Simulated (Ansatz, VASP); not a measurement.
GaSb: VASP beside Ansatz

```
CELL_PARAMETERS angstrom
0.00000 3.02342 3.02342
3.02342 0.00000 3.02342
3.02342 3.02342 0.00000
ATOMIC_POSITIONS crystal
Ga 0.00000 0.00000 0.00000
Sb 0.25000 0.25000 0.25000
```

Alike in both runs: functional LDA; k mesh 8 × 8 × 8; occupations gaussian, width 0.01 eV; no spin polarisation.

Ansatz relaxed the structure, and its values are those at the end. VASP's run is a single point on that final structure, the one shown.

|  | VASP | Ansatz |
| --- | --- | --- |
| version | VASP 6.6.1 | Ansatz 0.2.0 |
| potentials or method | VASP PAW LDA potentials, release 64 (Ga_d, Sb), cutoff 500 eV | scalar-relativistic, plane waves, PAW |
| valence electrons in the cell | 18 | 28 |

```csv
,VASP,Ansatz,Ansatz less VASP
gap on the k mesh at the Fermi level (eV),0.13,0.08,-0.051
least direct gap on the mesh (eV),0.13,0.08,-0.051
pressure (GPa),0.2,0.0,-0.20
```

Ansatz warns that its potentials were made for another functional, while VASP's fit it. LDA's correlation is that of Perdew and Zunger in VASP and of Perdew and Wang (1992) in Ansatz. VASP's potentials hold 18 valence electrons a cell and Ansatz's 28, so a difference there can come from the potentials and not from the codes.

Spin-orbit coupling is off throughout.
